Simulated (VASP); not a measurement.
**BAs: single point with r2SCAN**

Crystal: BAs.

```
B As
1.0
     0.00000    2.39187    2.39187
     2.39187    0.00000    2.39187
     2.39187    2.39187    0.00000
B As
1 1
Direct
  0.00000 0.00000 0.00000
  0.25000 0.25000 0.25000
```

```json
{
 "Program": "VASP 6.6.1",
 "Task": "single point",
 "Functional": "r2SCAN",
 "Potentials or basis": "VASP PAW PBE potentials, release 64 (B, As)",
 "Cutoff": "520 eV",
 "k mesh": "10 × 10 × 10",
 "Occupations": "gaussian, width 0.01 eV",
 "Spin": "no spin polarisation",
 "Dipole correction": "no",
 "Further INCAR settings": "ALGO = Normal; EDIFF = 1e-06; NBANDS = 11"
}
```

| Property | Result |
| --- | --- |
| Pressure | 0.3 GPa |
| Band gap on the k mesh | 1.37 eV, indirect (least direct gap 3.44 eV) |

Levels at points of the mesh, in eV from the valence-band top:
```csv
k point,band 1,band 2,band 3,band 4,band 5,band 6,band 7,band 8,band 9
"(0.00, 0.00, 0.00)",-16.12,0.00,0.00,0.00,3.44,3.44,3.44,5.10,10.36
"(0.50, 0.00, 0.00)",-13.11,-9.21,-1.93,-1.93,2.95,5.05,5.05,9.57,13.61
"(0.50, 0.50, 0.00)",-11.68,-9.04,-4.29,-4.29,1.62,1.70,12.12,12.12,13.84
```

Wall time 120 s on 1 thread of Intel Xeon 8259CL, on a shared host, peak memory 0.17 GiB.

Caveat: the PAW data sets were made with another functional, which shifts forces and pressure a little. r2SCAN opens gaps a little over a GGA but as a rule still falls short of measured ones.
